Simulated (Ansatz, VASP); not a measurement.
One calculation of CoW2, two programs

```
Co W
1.0
     2.76026    0.00000    0.00000
    -1.38013    2.39045    0.00000
     0.00000    0.00000   13.22612
Co W
2 4
Direct
  0.33333 0.66667 0.25000
  0.66667 0.33333 0.75000
  0.33333 0.66667 0.90718
  0.33333 0.66667 0.59282
  0.66667 0.33333 0.09282
  0.66667 0.33333 0.40718
```

Alike in both runs: functional PBE; k mesh 6 × 6 × 2; occupations gaussian, width 0.1 eV; collinear spin.

Ansatz relaxed the structure, and its values are those at the end. VASP's run is a single point on that final structure, the one shown.

|  | VASP | Ansatz |
| --- | --- | --- |
| version | VASP 6.6.1 | Ansatz 0.2.0 |
| potentials or method | VASP PAW PBE potentials, release 64 (Co, W_sv), cutoff 520 eV | scalar-relativistic, plane waves, PAW |
| valence electrons in the cell | 74 | 90 |

Ansatz gave:

```
gap on the k mesh at the Fermi level (eV)                     : none
pressure (GPa)                                                : 0.0
rms of the force components (eV/Å)                            : 0.003
net moment per atom (μB)                                      : 0.05
size of the moment on the site where the two differ most (μB) : 0.20
```

Which values does VASP return?

gap on the k mesh at the Fermi level (eV): none; pressure (GPa): 0.4; rms of the force components (eV/Å): 0.010; net moment per atom (μB): 0.05; size of the moment on the site where the two differ most (μB): 0.19.

Site moments also hang on the region over which each program counts them. A gap of «none» marks a metal or a gap that the smearing closes. With one functional, cell and mesh, what is left measures potentials, basis and numerics. VASP's potentials hold 74 valence electrons a cell and Ansatz's 90, so a difference there can come from the potentials and not from the codes. Ansatz's warnings: seeded moment not kept.

The k mesh is coarse, so the values compare programs but aren't converged. Neither program's run includes spin-orbit coupling.
